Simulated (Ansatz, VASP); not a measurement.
This is a calculation of TiCo for Ansatz 0.2.0.

Contents of input.yaml:

```yaml
crystal:
  lattice:
    - [2.98611099, 0.0, 0.0]
    - [0.0, 2.98611099, 0.0]
    - [0.0, 0.0, 2.98611099]
  atoms:
    - { symbol: Co, position: [0.5, 0.5, 0.5], spin: 1.0 }
    - { symbol: Ti, position: [0.0, 0.0, 0.0], spin: 0.5 }
hamiltonian:
  xc: pbe
  pseudopotentials: { kind: paw }
magnetization:
  spin_polarized: true
  initial_magnetization: 1.5
  spin_locking: { lock_magnetization: hard }
kpoints:
  mp_grid: { grid: [8, 8, 8] }
scf:
  occupations: { method: fermi_dirac, width: 0.05 }
  lower_state_search: "off"
output:
  forces: true
  stress: true
  eigenvalues: true
```

Potentials or basis: Ansatz PAW.

Launch:

```bash
$ ansatz run input.yaml --threads 2 --pin off --max-ram 5632MiB --backend cpu --events-out ev --progress --plain --runs-dir out
```

Q: Translate it to VASP 6.6.1. Potentials there: VASP PAW PBE potentials, release 64 (Co_sv, Ti_sv).

A: As run (the cutoff follows the program's own potentials):

INCAR

```
SYSTEM = TiCo
ALGO = Normal ; EDIFF = 1E-6
ENCUT = 600 ; GGA = PE
GGA_COMPAT = .FALSE. ; ISIF = 2
ISMEAR = -1 ; ISPIN = 2
LASPH = .TRUE. ; LCHARG = .FALSE.
LMAXMIX = 4 ; LORBIT = 11
LREAL = .FALSE. ; LWAVE = .FALSE.
MAGMOM = 1 0.5 ; NBANDS = 26
NELM = 200 ; NUPDOWN = 1.5
PREC = Accurate ; SIGMA = 0.05
```

The input KPOINTS:

```
k-points
0
G
  8 8 8
  0 0 0
```

File POSCAR:

```
TiCo
1.0
    2.9861109900      0.0000000000      0.0000000000
    0.0000000000      2.9861109900      0.0000000000
    0.0000000000      0.0000000000      2.9861109900
Co Ti
1 1
Direct
    0.5000000000      0.5000000000      0.5000000000
    0.0000000000      0.0000000000      0.0000000000
```

Potentials or basis: VASP PAW PBE potentials, release 64 (Co_sv, Ti_sv).

Command:

```console
$ cat potpaw_PBE.64/Co_sv/POTCAR potpaw_PBE.64/Ti_sv/POTCAR > POTCAR
$ mpirun -np 1 vasp_std > vasp.out
```

Both were run:

|  | VASP | Ansatz | Ansatz less VASP |
| --- | --- | --- | --- |
| pressure (GPa) | -0.1 | 1.8 | +1.90 |
| net moment per atom (μB) | 0.75 | 0.75 | 0.000 |
| size of the moment on the site where the two differ most (μB) | 1.15 | 1.20 | +0.050 |

Site moments also hang on the region over which each program counts them. The functional is the same, so the differences come from potentials, cutoffs and numerics.
